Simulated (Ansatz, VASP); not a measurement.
## Si2C in VASP and in Ansatz

```
CELL_PARAMETERS angstrom
2.99152 0.00000 0.00000
-1.49576 2.59073 0.00000
0.00000 0.00000 9.36618
ATOMIC_POSITIONS crystal
Si 0.33333 0.66667 0.77722
Si 0.33333 0.66667 0.22278
Si 0.33333 0.66667 0.50000
Si 0.66667 0.33333 0.00000
C 0.66667 0.33333 0.30488
C 0.66667 0.33333 0.69512
```

Alike in both runs: task relaxation of cell and atoms; functional PBE; k mesh 12 × 12 × 4; occupations gaussian, width 0.1 eV; no spin polarisation.

|  | VASP | Ansatz |
| --- | --- | --- |
| version | VASP 6.6.1 | Ansatz 0.2.0 |
| potentials or method | VASP PAW PBE potentials, release 64 (Si, C), cutoff 600 eV | scalar-relativistic, plane waves, PAW |
| valence electrons in the cell | 24 | 24 |

Ansatz gave:

| Quantity | Value |
| --- | --- |
| gap on the k mesh at the Fermi level, each at its own relaxed structure (eV) | none |
| relaxed volume (Å³/atom) | 12.96 |
| relaxed cell length with the largest relative difference (Å) | 9.886 |

Task: Which values does VASP return?

Result: gap on the k mesh at the Fermi level, each at its own relaxed structure (eV): none; relaxed volume (Å³/atom): 12.95; relaxed cell length with the largest relative difference (Å): 9.881.

A gap of «none» marks a metal or a gap that the smearing closes.
